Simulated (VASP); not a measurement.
# Si in VASP: a series of runs

Si is run at these levels: PBE+D3(BJ); tasks: single point.

All numbers are computed with VASP 6.6.1; they aren't measurements. Logs are shortened: lines on timing, memory, paths and dates and some standing lists are left out, and cuts for length are marked.

## Step 1: The cell of the first run

The typed cell holds 2 atoms: a = 3.542 Å, b = 3.542 Å, c = 2.492 Å, α = 90.00°, β = 90.00°, γ = 90.00°.

## Step 2: Single point, PBE+D3(BJ)

INCAR

```
ALGO = Normal
EDIFF = 1E-7
ENCUT = 520
GGA = PE
ISIF = 2
ISMEAR = 0
IVDW = 12
LASPH = T
LCHARG = F
LREAL = F
LWAVE = F
NBANDS = 11
NELM = 60
PREC = Accurate
SIGMA = 0.1
```

KPOINTS

```
k-points
0
Gamma
  16 16 22
```

POSCAR

```
Si
1.0
    2.5049202685     -2.5049224773      0.0000000000
    2.5049202685      2.5049224773      0.0000000000
    0.0000000000      0.0000000000      2.4919932666
Si
2
Direct
    0.2500000000      0.7500000000      0.4999657989
    0.7500000000      0.2500000000      0.5000342011
```

Potentials or basis: VASP PAW PBE potentials, release 64 (Si).

Command:

```bash
> cat potpaw_PBE.64/Si/POTCAR > POTCAR
> mpirun -np 1 vasp_std > vasp.out
```

OUTCAR:

```text
EDIFF = 1E-7
   ENCUT = 520
   GGA = PE
   ISIF = 2
   ISMEAR = 0
   IVDW = 12
   LASPH = T
   LREAL = F
   NELM = 60
   PREC = Accurate
 IVDW          = 12

 ion  position               nearest neighbor table
   1  0.250  0.750  0.500-   2 2.50   2 2.50   2 2.50   2 2.50
   2  0.750  0.250  0.500-   1 2.50   1 2.50   1 2.50   1 2.50

  LATTYP: Found a simple tetragonal cell.
 ALAT       =     3.5424937782
 C/A-ratio  =     0.7034573446

  Lattice vectors:

 A1 = (   2.5049202685,  -2.5049224773,   0.0000000000)
 A2 = (   2.5049202685,   2.5049224773,   0.0000000000)
 A3 = (   0.0000000000,   0.0000000000,   2.4919932666)

Analysis of symmetry for initial positions (statically):
=====================================================================
 Subroutine PRICEL returns:
 Original cell was already a primitive cell.

 Routine SETGRP: Setting up the symmetry group for a
 simple tetragonal supercell.

 Subroutine GETGRP returns: Found 16 space group operations
 (whereof  4 operations were pure point group operations)
 out of a pool of 16 trial point group operations.

The static configuration has the point symmetry C_2h.
 The point group associated with its full space group is D_4h.

Analysis of symmetry for dynamics (positions and initial velocities):
=====================================================================
 Subroutine PRICEL returns:
 Original cell was already a primitive cell.

 Routine SETGRP: Setting up the symmetry group for a
 simple tetragonal supercell.

 Subroutine GETGRP returns: Found 16 space group operations
 (whereof  4 operations were pure point group operations)
 out of a pool of 16 trial point group operations.

The dynamic configuration has the point symmetry C_2h.
 The point group associated with its full space group is D_4h.

 Subroutine INISYM returns: Found 16 space group operations
 (whereof  4 operations are pure point group operations),
 and found     1 'primitive' translations

----------------------------------------------------------------------------------------

                                     Primitive cell

  volume of cell :      31.2727

  direct lattice vectors                    reciprocal lattice vectors
     2.504920268 -2.504922477  0.000000000     0.199607152 -0.199606976  0.000000000
     2.504920268  2.504922477  0.000000000     0.199607152  0.199606976  0.000000000
     0.000000000  0.000000000  2.491993267     0.000000000  0.000000000  0.401285193

  length of vectors
     3.542493778  3.542493778  2.491993267     0.282287017  0.282287017  0.401285193

  position of ions in fractional coordinates (direct lattice)
     0.250000000  0.750000000  0.499965799
     0.750000000  0.250000000  0.500034201

  ion indices of the primitive-cell ions
   primitive index   ion index
                 1           1
                 2           2

----------------------------------------------------------------------------------------

 KPOINTS: k-points

Automatic generation of k-mesh.
 Grid dimensions read from file:
 generate k-points for:   16   16   22

 Generating k-lattice:

  Cartesian coordinates                     Fractional coordinates (reciprocal lattice)
     0.012475447 -0.012475436  0.000000000     0.062500000  0.000000000  0.000000000
     0.012475447  0.012475436  0.000000000     0.000000000  0.062500000  0.000000000
     0.000000000  0.000000000  0.018240236     0.000000000  0.000000000  0.045454545

  Length of vectors
     0.017642939  0.017642939  0.018240236

  Shift w.r.t. Gamma in fractional coordinates (k-lattice)
     0.000000000  0.000000000  0.000000000

 Subroutine IBZKPT returns following result:
 ===========================================

 Found    540 irreducible k-points:

 Following reciprocal coordinates:
            Coordinates               Weight
  0.000000  0.000000  0.000000      1.000000
  0.062500 -0.000000  0.000000      4.000000
  0.125000 -0.000000  0.000000      4.000000
  0.187500 -0.000000  0.000000      4.000000
  0.250000 -0.000000  0.000000      4.000000
[... 51 lines left out ...]
      8      16.9222      0.00000
      9      17.7555      0.00000
     10      19.1317      0.00000
     11      22.9935      0.00000

 k-point     4 :       0.1875   -0.0000    0.0000
  band No.  band energies     occupation
      1      -4.3947      2.00000
      2       2.3877      2.00000
      3       6.0742      2.00000
      4       7.4293      2.00000
      5      12.2087      0.00000
      6      12.7251      0.00000
      7      13.8862      0.00000
      8      17.1049      0.00000
      9      18.3479      0.00000
     10      20.6351      0.00000
     11      22.3487      0.00000

 k-point     5 :       0.2500   -0.0000    0.0000
  band No.  band energies     occupation
      1      -4.0857      2.00000
      2       1.3837      2.00000
      3       6.3654      2.00000
      4       7.8725      2.00000
      5      11.6882      0.00000
      6      13.0394      0.00000
      7      13.5899      0.00000
      8      17.3597      0.00000
      9      18.9043      0.00000
     10      21.6543      0.00000
     11      22.2083      0.00000
[... 211 lines left out ...]
 k-point    21 :       0.3125    0.1250    0.0000
  band No.  band energies     occupation
      1      -3.5158      2.00000
      2       0.5628      2.00000
      3       5.0237      2.00000
      4       8.9597      0.00098
      5      10.2624      0.00000
      6      14.1857      0.00000
      7      15.4096      0.00000
      8      17.8269      0.00000
      9      19.2835      0.00000
     10      21.0074      0.00000
     11      23.3982      0.00000

 k-point    22 :       0.3750    0.1250    0.0000
  band No.  band energies     occupation
      1      -3.0355      2.00000
      2      -0.3005      2.00000
      3       5.4617      2.00000
      4       8.0986      2.00000
      5      10.7984      0.00000
      6      13.4085      0.00000
      7      16.9877      0.00000
      8      18.2183      0.00000
      9      19.9007      0.00000
     10      20.3725      0.00000
     11      23.6328      0.00000

 k-point    23 :       0.4375    0.1250    0.0000
  band No.  band energies     occupation
      1      -2.4710      2.00000
      2      -1.0994      2.00000
      3       5.9935      2.00000
      4       7.3152      2.00000
      5      11.3726      0.00000
      6      12.6769      0.00000
      7      18.5828      0.00000
      8      18.6747      0.00000
      9      19.7610      0.00000
     10      20.2963      0.00000
     11      22.9644      0.00000

 k-point    24 :       0.5000    0.1250    0.0000
  band No.  band energies     occupation
      1      -1.8246      2.00000
      2      -1.8246      2.00000
      3       6.6125      2.00000
      4       6.6125      2.00000
      5      11.9975      0.00000
      6      11.9976      0.00000
      7      19.1913      0.00000
      8      19.1913      0.00000
      9      19.9192      0.00000
     10      19.9193      0.00000
     11      22.6656      0.00000

 [... further k-points ...]

------------------------ aborting loop because EDIFF is reached ----------------------------------------

 Edisp (eV)   -0.80016

 E8    (eV) :    -0.3296

  FORCE on cell =-STRESS in cart. coord.  units (eV):
  Direction    XX          YY          ZZ          XY          YZ          ZX
  --------------------------------------------------------------------------------------
  -------------------------------------------------------------------------------------
  Total      -0.00951    -0.00951    -0.00976     0.00000     0.00000     0.00000
  in kB      -0.48735    -0.48735    -0.50010     0.00000     0.00000     0.00000
  external pressure =       -0.49 kB  Pullay stress =        0.00 kB

 VOLUME and BASIS-vectors are now :
 -----------------------------------------------------------------------------
  energy-cutoff  :      520.00
  volume of cell :       31.27
      direct lattice vectors                 reciprocal lattice vectors
     2.504920268 -2.504922477  0.000000000     0.199607152 -0.199606976  0.000000000
     2.504920268  2.504922477  0.000000000     0.199607152  0.199606976  0.000000000
     0.000000000  0.000000000  2.491993267     0.000000000  0.000000000  0.401285193

 POSITION                                       TOTAL-FORCE (eV/Angst)
 -----------------------------------------------------------------------------------
      2.50492      1.25246      1.24591         0.000000     -0.000000      0.000103
      2.50492     -1.25246      1.24608        -0.000000      0.000000     -0.000103
 -----------------------------------------------------------------------------------
    total drift:                                0.000000      0.000000      0.000000

  FREE ENERGIE OF THE ION-ELECTRON SYSTEM (eV)
  ---------------------------------------------------
  free  energy   TOTEN  =       -10.9353532638 eV

  energy  without entropy=      -10.9309754379  energy(sigma->0) =      -10.93316435
```

Run time: 40 s. Hardware: 1 thread of Intel Xeon 6975P-C (Granite Rapids), shared host; peak memory 0.26 GiB.

Results:

```
Free energy                : -10.9354 eV
Pressure                   : 0.0 GPa
Band gap on the k mesh     : zero (band 4 reaches 10.07 eV, above the bottom of band 5 at 5.78 eV)
Dispersion energy per atom : -0.400 eV
```

Levels at points of the mesh, in eV from the Fermi level:
| k point | band 2 | band 3 | band 4 | band 5 | band 6 | band 7 |
| --- | --- | --- | --- | --- | --- | --- |
| (0.00, 0.00, 0.00) | -3.50 | -3.03 | -3.03 | 1.30 | 7.39 | 7.46 |
| (0.50, 0.00, 0.00) | -10.72 | -0.36 | -0.36 | 1.29 | 1.29 | 10.34 |
| (0.50, 0.50, 0.00) | -8.79 | -6.79 | -6.79 | 10.12 | 10.12 | 11.33 |
| (0.00, 0.00, 0.50) | -6.78 | 0.50 | 0.59 | 0.59 | 4.01 | 5.03 |
| (0.50, 0.00, 0.50) | -5.90 | -4.24 | -4.24 | 3.12 | 3.12 | 7.02 |
| (0.50, 0.50, 0.50) | -3.38 | -3.03 | -3.03 | -2.95 | -2.95 | 1.32 |

Caveat: pairwise dispersion overbinds metals, which lowers pressure and volume.

## Step 3: Single point, PBE+D3(BJ)

INCAR

```
SYSTEM = Si
PREC     = Accurate       ! precision mode
ENCUT    = 520            ! plane-wave cutoff, eV
EDIFF    = 1E-6           ! SCF threshold, eV
ISMEAR   = 0              ! smearing method
SIGMA    = 0.1            ! smearing width, eV
LREAL    = .FALSE.        ! projectors in reciprocal space
LASPH    = .TRUE.         ! aspherical terms in the spheres
NELM     = 60             ! most SCF steps
ALGO     = Normal         ! electronic algorithm
ISIF     = 2              ! what is computed and relaxed
LWAVE    = .FALSE.        ! write WAVECAR
LCHARG   = .FALSE.        ! write CHGCAR
GGA      = PE             ! functional
IVDW     = 12             ! dispersion correction
NBANDS   = 11             ! bands
```

KPOINTS

```
regular mesh
0
G
  16 16 14
  0 0 0
```

POSCAR

```
Si
1.0
    2.5055775365     -2.5055533226      0.0000000000
    2.5055775365      2.5055533226      0.0000000000
    0.0000000000      0.0000000000      2.4897643907
Si
2
Direct
    0.2500000000      0.7500000000      0.4998722788
    0.7500000000      0.2500000000      0.5001277212
```

Potentials or basis: VASP PAW PBE potentials, release 64 (Si).

Command:

```bash
> cat potpaw_PBE.64/Si/POTCAR > POTCAR
> mpirun -np 1 vasp_std > vasp.out
```

It took 26 s on 1 thread of Intel Xeon 6975P-C (Granite Rapids), shared host; peak memory 0.22 GiB.

The run converged. Its results:

```
Free energy                : -10.9405 eV
Pressure                   : -0.1 GPa
Band gap on the k mesh     : zero (band 4 reaches 10.08 eV, above the bottom of band 5 at 5.79 eV)
Dispersion energy per atom : -0.400 eV
```

Levels at points of the mesh, in eV from the Fermi level:
| k point | band 1 | band 2 | band 3 | band 4 | band 5 | band 6 | band 7 | band 8 |
| --- | --- | --- | --- | --- | --- | --- | --- | --- |
| (0.00, 0.00, 0.00) | -13.53 | -3.52 | -3.05 | -3.04 | 1.29 | 7.37 | 7.46 | 7.79 |
| (0.50, 0.00, 0.00) | -10.73 | -10.73 | -0.38 | -0.38 | 1.26 | 1.26 | 10.36 | 10.36 |
| (0.50, 0.50, 0.00) | -8.81 | -8.81 | -6.80 | -6.80 | 10.10 | 10.10 | 11.30 | 11.30 |
| (0.00, 0.00, 0.50) | -8.69 | -6.79 | 0.47 | 0.58 | 0.58 | 4.00 | 5.01 | 5.01 |
| (0.50, 0.00, 0.50) | -5.90 | -5.90 | -4.26 | -4.26 | 3.12 | 3.12 | 7.02 | 7.02 |
| (0.50, 0.50, 0.50) | -3.39 | -3.39 | -3.05 | -3.05 | -2.95 | -2.95 | 1.30 | 1.30 |

Caveat: pairwise dispersion overbinds metals, which lowers pressure and volume.

## Step 4: Single point, PBE+D3(BJ)

This run uses another cell than the first one: it holds 8 atoms, not 2.

INCAR

```
SYSTEM = Si
PREC = Accurate
ENCUT = 500
EDIFF = 1E-6
ISMEAR = 0
SIGMA = 0.2
LREAL = .FALSE.
LASPH = .TRUE.
NELM = 120
ALGO = Normal
ISIF = 2
LWAVE = .FALSE.
LCHARG = .FALSE.
GGA = PE
IVDW = 12
NBANDS = 26
GGA_COMPAT = .FALSE.
```

KPOINTS

```
regular mesh
0
G
  8 4 4
  0 0 0
```

POSCAR

```
Si
1.0
    0.0000000000      0.0000000000      2.4919932666
    5.0098405370     -5.0098449546      0.0000000000
    5.0098405370      5.0098449546      0.0000000000
Si
8
Direct
    0.4999657989      0.1250000000      0.3750000000
    0.4999657989      0.1250000000      0.8750000000
    0.4999657989      0.6250000000      0.3750000000
    0.4999657989      0.6250000000      0.8750000000
    0.5000342011      0.3750000000      0.1250000000
    0.5000342011      0.3750000000      0.6250000000
    0.5000342011      0.8750000000      0.1250000000
    0.5000342011      0.8750000000      0.6250000000
```

Command:

```bash
> cat potpaw_PBE.64/Si/POTCAR > POTCAR
> mpirun -np 1 vasp_std > vasp.out
```

It took 1.8 min on 1 thread of Intel Xeon 8259CL, shared host; peak memory 0.25 GiB.

It converged, with:

```yaml
Free_energy: -43.5675 eV
Pressure: -0.2 GPa
Band_gap_on_the_k_mesh: zero (band 16 reaches 9.99 eV, above the bottom of band 17 at 6.99 eV)
Dispersion_energy_per_atom: -0.400 eV
```

Stress tensor (GPa, compression positive):
```
-1.26  0.00  0.00
 0.00 -1.26  0.00
 0.00  0.00  1.94
```

Levels at points of the mesh, in eV from the Fermi level:
```
           k point  band 13  band 14  band 15  band 16  band 17  band 18  band 19  band 20
(0.00, 0.00, 0.00)    -0.28    -0.28    -0.28    -0.28     1.37     1.37     1.37     1.37
(0.50, 0.00, 0.00)    -2.94    -2.94    -2.86    -2.86     0.58     0.67     0.67     1.40
(0.00, 0.50, 0.00)    -2.28    -2.28    -0.77    -0.77     3.05     3.05     4.40     4.40
(0.50, 0.50, 0.00)    -2.48    -2.48    -1.35    -1.35     0.17     0.17     0.17     0.17
(0.00, 0.50, 0.50)    -0.82    -0.82    -0.82    -0.82     3.25     3.25     3.25     3.25
(0.50, 0.50, 0.50)    -1.73    -1.73    -1.73    -1.73    -1.65    -1.65    -1.65    -1.65
```

Caveat: pairwise dispersion overbinds metals, which lowers pressure and volume.

## Step 5: Single point, PBE+D3(BJ)

INCAR

```
SYSTEM = Si
PREC = Accurate ; ENCUT = 500
EDIFF = 1E-6 ; ISMEAR = 0
SIGMA = 0.1 ; LREAL = .FALSE.
LASPH = .TRUE. ; NELM = 120
ALGO = Normal ; ISIF = 2
LWAVE = .FALSE. ; LCHARG = .TRUE.
GGA = PE ; IVDW = 12
LELF = .TRUE. ; LVHAR = .TRUE.
NBANDS = 11 ; GGA_COMPAT = .FALSE.
```

KPOINTS

```
regular mesh
0
G
  16 16 22
  0 0 0
```

POSCAR

```
Si
1.0
    2.5049202685     -2.5049224773      0.0000000000
    2.5049202685      2.5049224773      0.0000000000
    0.0000000000      0.0000000000      2.4919932666
Si
2
Direct
    0.2500000000      0.7500000000      0.4999657989
    0.7500000000      0.2500000000      0.5000342011
```

Command:

```bash
> cat potpaw_PBE.64/Si/POTCAR > POTCAR
> mpirun -np 1 vasp_std > vasp.out
```

It took 2.8 min on 1 thread of Intel Xeon 8259CL, shared host; peak memory 0.25 GiB.

It converged, with:

- Free energy: -10.9353 eV
- Pressure: -0.1 GPa
- Band gap on the k mesh: zero (band 4 reaches 10.07 eV, above the bottom of band 5 at 5.78 eV)
- Dispersion energy per atom: -0.400 eV

Levels at points of the mesh, in eV from the Fermi level:
| k point | band 2 | band 3 | band 4 | band 5 | band 6 | band 7 |
| --- | --- | --- | --- | --- | --- | --- |
| (0.00, 0.00, 0.00) | -3.50 | -3.03 | -3.03 | 1.30 | 7.39 | 7.46 |
| (0.50, 0.00, 0.00) | -10.72 | -0.36 | -0.36 | 1.29 | 1.29 | 10.34 |
| (0.50, 0.50, 0.00) | -8.79 | -6.79 | -6.79 | 10.12 | 10.12 | 11.33 |
| (0.00, 0.00, 0.50) | -6.78 | 0.50 | 0.59 | 0.59 | 4.01 | 5.03 |
| (0.50, 0.00, 0.50) | -5.90 | -4.24 | -4.24 | 3.12 | 3.12 | 7.02 |
| (0.50, 0.50, 0.50) | -3.38 | -3.03 | -3.03 | -2.95 | -2.95 | 1.32 |

Caveat: pairwise dispersion overbinds metals, which lowers pressure and volume.

## Step 6: Single point, PBE+D3(BJ)

INCAR

```
  ALGO = Normal
  EDIFF = 1E-6
  ENCUT = 500
  GGA = PE
  GGA_COMPAT = False
  ISIF = 2
  ISMEAR = 0
  IVDW = 12
  LASPH = True
  LCHARG = False
  LREAL = False
  LWAVE = False
  NBANDS = 11
  NELM = 120
  PREC = Accurate
  SIGMA = 0.1
```

KPOINTS

```
k-points
0
Gamma
  16 16 14
```

POSCAR

```
Si
1.0
    2.5055775365     -2.5055533226      0.0000000000
    2.5055775365      2.5055533226      0.0000000000
    0.0000000000      0.0000000000      2.4897643907
Si
2
Direct
    0.2500000000      0.7500000000      0.4998722788
    0.7500000000      0.2500000000      0.5001277212
```

Potentials or basis: VASP PAW PBE potentials, release 64 (Si).

Command:

```bash
> cat potpaw_PBE.64/Si/POTCAR > POTCAR
> mpirun -np 1 vasp_std > vasp.out
```

It took 1.7 min on 1 thread of Intel Xeon 8259CL, shared host; peak memory 0.21 GiB.

It converged, with:

```yaml
Free_energy: -10.9404 eV
Pressure: -0.1 GPa
Band_gap_on_the_k_mesh: zero (band 4 reaches 10.08 eV, above the bottom of band 5 at 5.79 eV)
Dispersion_energy_per_atom: -0.400 eV
```

Levels at points of the mesh, in eV from the Fermi level:
```tsv
k point	band 1	band 2	band 3	band 4	band 5	band 6	band 7	band 8	band 9
(0.00, 0.00, 0.00)	-13.53	-3.52	-3.05	-3.04	1.29	7.37	7.46	7.79	7.79
(0.50, 0.00, 0.00)	-10.73	-10.73	-0.38	-0.38	1.26	1.26	10.36	10.36	10.98
(0.50, 0.50, 0.00)	-8.81	-8.81	-6.80	-6.80	10.10	10.10	11.30	11.30	11.58
(0.00, 0.00, 0.50)	-8.69	-6.79	0.47	0.58	0.58	4.00	5.01	5.01	5.09
(0.50, 0.00, 0.50)	-5.90	-5.90	-4.26	-4.26	3.12	3.12	7.02	7.02	7.72
(0.50, 0.50, 0.50)	-3.39	-3.39	-3.05	-3.05	-2.95	-2.95	1.30	1.30	14.81
```

Caveat: pairwise dispersion overbinds metals, which lowers pressure and volume.

## Step 7: The runs side by side

```tsv
cell	k mesh	cutoff (eV)	smearing	gap on the mesh (eV)	pressure (GPa)
a = 3.542, b = 3.542, c = 2.492 Å, 2 atoms	16 × 16 × 22	520	gaussian 0.1 eV	none	0.0
a = 3.543, b = 3.543, c = 2.490 Å, 2 atoms	16 × 16 × 14	520	gaussian 0.1 eV	none	-0.1
a = 2.492, b = 7.085, c = 7.085 Å, 8 atoms	8 × 4 × 4	500	gaussian 0.2 eV	none	-0.2
a = 3.542, b = 3.542, c = 2.492 Å, 2 atoms	16 × 16 × 22	500	gaussian 0.1 eV	none	-0.1
a = 3.543, b = 3.543, c = 2.490 Å, 2 atoms	16 × 16 × 14	500	gaussian 0.1 eV	none	-0.1
```

Alike in all rows: task single point; level PBE+D3(BJ); potentials or basis VASP PAW PBE potentials, release 64 (Si); no spin polarisation.

Caveats: pairwise dispersion overbinds metals, which lowers pressure and volume.

Absolute energies hang on the potentials; compare differences alone.
